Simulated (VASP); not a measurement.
A run of VASP 6.6.1:

File INCAR:

```
PREC = Accurate
ENCUT = 520
EDIFF = 1E-6
ISMEAR = -1
SIGMA = 0.1
LREAL = False
LASPH = True
NELM = 100
ALGO = Normal
ISIF = 2
LWAVE = False
LCHARG = False
GGA = CA
NBANDS = 26
```

The input KPOINTS:

```
Automatic mesh
0
Gamma
  8 8 8
```

The input POSCAR:

```
YbRh
1.0
    3.2125979227      0.0000000000      0.0000000000
    0.0000000000      3.2125979227      0.0000000000
    0.0000000000      0.0000000000      3.2125979227
Yb Rh
1 1
Direct
    0.5000000000      0.5000000000      0.5000000000
    0.0000000000      0.0000000000      0.0000000000
```

Potentials or basis: VASP PAW PBE potentials, release 64 (Yb, Rh_pv).

Launch:

```bash
$ cat potpaw_PBE.64/Yb/POTCAR potpaw_PBE.64/Rh_pv/POTCAR > POTCAR
$ mpirun -np 1 vasp_std > vasp.out
```

Hardware: 1 thread of Intel Xeon 8259CL (shared host).

Task: Estimate the wall time of this run.

Result: Wall time 70 s on 1 thread of Intel Xeon 8259CL, with other jobs on the host, peak memory 0.16 GiB. Counts: scf iterations 26, k points 35.
